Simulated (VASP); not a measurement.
A run of VASP 6.6.1 is set up as follows.

POSCAR

```
BAs
1.0
    0.0000000000      2.3919171958      2.3919171958
    2.3919171958      0.0000000000      2.3919171958
    2.3919171958      2.3919171958      0.0000000000
B As
1 1
Direct
    0.0000000000      0.0000000000      0.0000000000
    0.7500000000      0.7500000000      0.7500000000
```

Contents of INCAR.step1:

```
ALGO     = Normal         # electronic algorithm
EDIFF    = 1E-4           # SCF threshold, eV
ENCUT    = 520            # plane-wave cutoff, eV
GGA      = PE             # functional
ISMEAR   = 0              # smearing method
LASPH    = T              # aspherical terms in the spheres
LCHARG   = F              # write CHGCAR
LREAL    = F              # projectors in reciprocal space
LWAVE    = T              # write WAVECAR
NBANDS   = 11             # bands
NELM     = 100            # most SCF steps
PREC     = Accurate       # precision mode
SIGMA    = 0.02           # smearing width, eV
```

File INCAR.step2:

```
ALGO     = Normal         # electronic algorithm
EDIFF    = 1E-7           # SCF threshold, eV
ENCUT    = 520            # plane-wave cutoff, eV
ISIF     = 2              # what is computed and relaxed
ISMEAR   = 0              # smearing method
ISTART   = 1            
LASPH    = T              # aspherical terms in the spheres
LCHARG   = F              # write CHGCAR
LMIXTAU  = T            
LREAL    = F              # projectors in reciprocal space
LWAVE    = F              # write WAVECAR
METAGGA  = R2SCAN         # meta-GGA
NBANDS   = 11             # bands
NELM     = 100            # most SCF steps
PREC     = Accurate       # precision mode
SIGMA    = 0.02           # smearing width, eV
```

The input KPOINTS:

```
k-points
0
Gamma
  10 10 10
```

Potentials or basis: VASP PAW PBE potentials, release 64 (B, As).

Run with:

```sh
$ cat potpaw_PBE.64/B/POTCAR potpaw_PBE.64/As/POTCAR > POTCAR
$ cp INCAR.step1 INCAR
$ mpirun -np 1 vasp_std > vasp.out
$ cp INCAR.step2 INCAR
$ mpirun -np 1 vasp_std > vasp.out
```

Question: What does it give for the pressure?

Answer: 0.2 GPa.

Question: Predict the band gap on the k mesh.

Answer: 1.37 eV, indirect (least direct gap 3.44 eV).

Caveat: the PAW data sets were made with another functional, which shifts forces and pressure a little. A k mesh can miss the band edges.
